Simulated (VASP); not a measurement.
Write the native input for VASP 6.6.1 that does the following.

```yaml
Task: single point
Functional: PBEsol-based screened hybrid with 25 % exact exchange
Potentials_or_basis: VASP PAW PBE potentials, release 64 (Ta_pv, O)
Cutoff: 520 eV
k_mesh: 5 × 5 × 4
Occupations: fermi-dirac, width 0.05 eV
Spin: no spin polarisation
Dipole_correction: no
Grid_for_exact_exchange_PRECFOCK: Normal
Share_of_exact_exchange: 0.25
Further_INCAR_settings: ALGO = Normal; EDIFF = 1e-07; NBANDS = 16
Screening_parameter: 0.207 1/Å
```

Crystal: TaO.

```
Ta O
1.0
     3.01885    0.00000    0.00000
    -1.50943    2.61440    0.00000
     0.00000    0.00000    3.80294
Ta O
1 1
Cartesian
  0.0000 0.0000 1.9015
  0.0000 0.0000 0.0000
```

One way to write it, as run:

POSCAR

```
TaO
1.0
    3.0188530823      0.0000028423      0.0000000000
   -1.5094290026      2.6144020385      0.0000000000
    0.0000000000      0.0000000000      3.8029430470
Ta O
1 1
Direct
    0.0000000000      0.0000000000      0.5000000000
    0.0000000000      0.0000000000      0.0000000000
```

INCAR.step1

```
SYSTEM = TaO
ALGO = Normal ; EDIFF = 1E-5
ENCUT = 520 ; GGA = PE
ISIF = 2 ; ISMEAR = -1
LASPH = .True. ; LREAL = .False.
LWAVE = .True. ; NBANDS = 16
NELM = 80 ; PREC = Accurate
SIGMA = 0.05
```

INCAR.step2

```
SYSTEM = TaO
AEXX = 0.25 ; ALGO = Normal
EDIFF = 1E-7 ; ENCUT = 520
GGA = PS ; HFSCREEN = 0.207
ISIF = 2 ; ISMEAR = -1
ISTART = 1 ; LASPH = .True.
LCHARG = .True. ; LELF = .True.
LHFCALC = .True. ; LREAL = .False.
LVHAR = .True. ; LWAVE = .False.
NBANDS = 16 ; NELM = 80
PREC = Accurate ; PRECFOCK = Normal
SIGMA = 0.05
```

KPOINTS

```
k-points
0
Gamma
  5 5 4
  0 0 0
```

Potentials or basis: VASP PAW PBE potentials, release 64 (Ta_pv, O).

The run is started by

```sh
$ cat potpaw_PBE.64/Ta_pv/POTCAR potpaw_PBE.64/O/POTCAR > POTCAR
$ cp INCAR.step1 INCAR
$ mpirun -np 1 vasp_std > vasp.out
$ cp INCAR.step2 INCAR
$ mpirun -np 1 vasp_std > vasp.out
```

It gave:

- Pressure: -0.2 GPa
- Band gap on the k mesh: zero (an odd number of electrons rules out a gap without spin polarisation)

Caveat: the k points lie up to 0.48 Å⁻¹ apart, too coarse for converged energies and pressures of a metal; the PAW data sets were made with another functional, which shifts forces and pressure a little; spin-orbit coupling is left out, which moves the levels of the heavy elements; an odd number of electrons without spin polarisation forces a metal; a magnetic or distorted state may lie lower.

It took 25 min on 1 thread of AMD EPYC 7R43 64-Core Processor (Zen 3), on a shared host, peak memory 0.22 GiB.
